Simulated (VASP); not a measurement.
Fe:

```
Fe
1.0
    -1.46108    1.46108    1.39583
     1.46108   -1.46108    1.39583
     1.46108    1.46108   -1.39583
Fe
1
Cartesian
  0.0000 0.0000 0.0000
```

This cell differs from its parent crystal: z stretched by -3 % at fixed volume.

Base run:

```yaml
Program: VASP 6.6.1
Functional: PBE
Potentials_or_basis: VASP PAW PBE potentials, release 64 (Fe)
Cutoff: 520 eV
k_mesh: 20 × 20 × 20
Occupations: fermi-dirac, width 0.05 eV
Spin: collinear spin, ferromagnetic start
Starting_moments: "[3.0] μB"
```

Its results: pressure -7.7 GPa; net moment 2.29 μB per cell; site moments Fe +2.29 μB.

Q: The run is repeated on the same cell with these changes: further incar settings from ALGO = Normal; EDIFF = 1e-08; NBANDS = 14 to ALGO = Normal; EDIFF = 1e-06; NBANDS = 14. What comes out?

A: Pressure -8.1 GPa; net moment 2.28 μB per cell; site moments Fe +2.29 μB.

Caveats: the cell stands under tension.
